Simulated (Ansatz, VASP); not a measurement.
One calculation of AlN, two programs

```
CELL_PARAMETERS angstrom
3.03716 0.00000 0.00000
-1.51858 2.63026 0.00000
0.00000 0.00000 4.86121
ATOMIC_POSITIONS crystal
Al 0.33655 0.67310 0.00152
Al 0.66345 0.32690 0.50152
N 0.33046 0.66093 0.38348
N 0.66954 0.33907 0.88348
```

Change from the starting cell: mode 5 frozen in at +0.017 Å, equal normal strain along x, y and z -0.0167.

Alike in both runs: task single point; functional LDA; k mesh 9 × 9 × 6; occupations gaussian, width 0.05 eV; no spin polarisation.

```csv
,VASP,Ansatz
version,VASP 6.6.1,Ansatz 0.2.0
potentials or method,"VASP PAW LDA potentials, release 64 (Al, N), cutoff 520 eV","scalar-relativistic, plane waves, PAW"
valence electrons in the cell,16,16
```

```csv
,VASP,Ansatz,Ansatz less VASP
gap on the k mesh at the Fermi level (eV),4.88,4.87,-0.006
least direct gap on the mesh (eV),4.88,4.87,-0.006
pressure (GPa),12.5,11.7,-0.79
"traceless stress, the component that is largest in VASP (GPa)",-0.59,-0.55,+0.033
rms of the force components (eV/Å),0.045,0.045,0.0000
```

LDA's correlation is that of Perdew and Zunger in VASP and of Perdew and Wang (1992) in Ansatz. Atom by atom the forces differ by 0.001 eV/Å (rms over components).
